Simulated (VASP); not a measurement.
Write the native input for VASP 6.6.1 that does the following.

| Property | Result |
| --- | --- |
| Task | relaxation of cell and atoms |
| Functional | PBE |
| Potentials or basis | VASP PAW PBE potentials, release 64 (Li_sv, Be, H) |
| Cutoff | 600 eV |
| k mesh | 4 × 4 × 4 |
| Occupations | gaussian, width 0.1 eV |
| Spin | no spin polarisation |
| Dipole correction | no |
| Further INCAR settings | LREAL = Auto; ALGO = Normal; EDIFF = 1e-06; IBRION = 2; EDIFFG = -0.04; NSW = 90; ISIF = 3 |

The structure of LiBe3H6 lies in POSCAR:

```
LiBe3H6
1.0
    4.1023249700      0.0000000000      0.0000000000
    0.0000000000      4.1023249700      0.0000000000
    0.0000000000      0.0000000000      6.5644281500
Li Be H
2 6 12
Direct
    0.0000000000      0.5000000000      0.5000000000
    0.5000000000      0.0000000000      0.0000000000
    0.0000000000      0.0000000000      0.2500000000
    0.0000000000      0.0000000000      0.7500000000
    0.6566823100      0.2368163300      0.5000000000
    0.3433176900      0.7631836700      0.5000000000
    0.7631836700      0.6566823100      0.0000000000
    0.2368163300      0.3433176900      0.0000000000
    0.8283411600      0.1184081600      0.3750000000
    0.1716588400      0.8815918400      0.3750000000
    0.8815918400      0.8283411600      0.1250000000
    0.1184081600      0.1716588400      0.1250000000
    0.8283411600      0.1184081600      0.6250000000
    0.1716588400      0.8815918400      0.6250000000
    0.8815918400      0.8283411600      0.8750000000
    0.1184081600      0.1716588400      0.8750000000
    0.5000000000      0.0000000000      0.5000000000
    0.5000000000      0.5000000000      0.5000000000
    0.5000000000      0.5000000000      0.0000000000
    0.0000000000      0.5000000000      0.0000000000
```

The cell was generated, and may not be a known phase.

The input as run:

INCAR

```
  PREC = Accurate
  ENCUT = 600
  EDIFF = 1E-6
  ISMEAR = 0
  SIGMA = 0.1
  LREAL = Auto
  LASPH = T
  NELM = 100
  ALGO = Normal
  ISIF = 3
  LWAVE = F
  LCHARG = F
  GGA = PE
  IBRION = 2
  NSW = 90
  EDIFFG = -0.04
```

KPOINTS

```
regular mesh
0
Gamma
  4 4 4
```

Potentials or basis: VASP PAW PBE potentials, release 64 (Li_sv, Be, H).

Run with:

```console
$ cat potpaw_PBE.64/Li_sv/POTCAR potpaw_PBE.64/Be/POTCAR potpaw_PBE.64/H/POTCAR > POTCAR
$ mpirun -np 1 vasp_std > vasp.out
```

Results of the run:

```json
{
  "Relaxed volume": "7.00 Å³/atom",
  "Relaxed cell": "a = 5.030 Å, b = 5.030 Å, c = 5.534 Å, α = 90.00°, β = 90.00°, γ = 90.00°",
  "Space group after relaxing (to 0.1 Å)": "P4_2/m (No. 84)",
  "Energy gained by relaxing": "812.7 meV/atom",
  "Ionic steps": "33",
  "Pressure after relaxing": "0.1 GPa",
  "Largest force after relaxing": "0.031 eV/Å",
  "Band gap on the k mesh": "zero (bands 15 and 16 overlap by 1.19 eV)"
}
```

Caveat: the k points lie up to 0.31 Å⁻¹ apart in the final cell, too coarse for converged energies and pressures of a metal; the cutoff is under 1.25 times the usual one of these potentials, so pressure, stress and relaxed cells hold a basis-set (Pulay) error; the volume moved by over 15 % at a fixed basis, so the end points are rough.

It took 16 min on 1 thread of Intel(R) Xeon(R) 6975P-C (Granite Rapids), with other jobs on the host, peak memory 0.27 GiB.
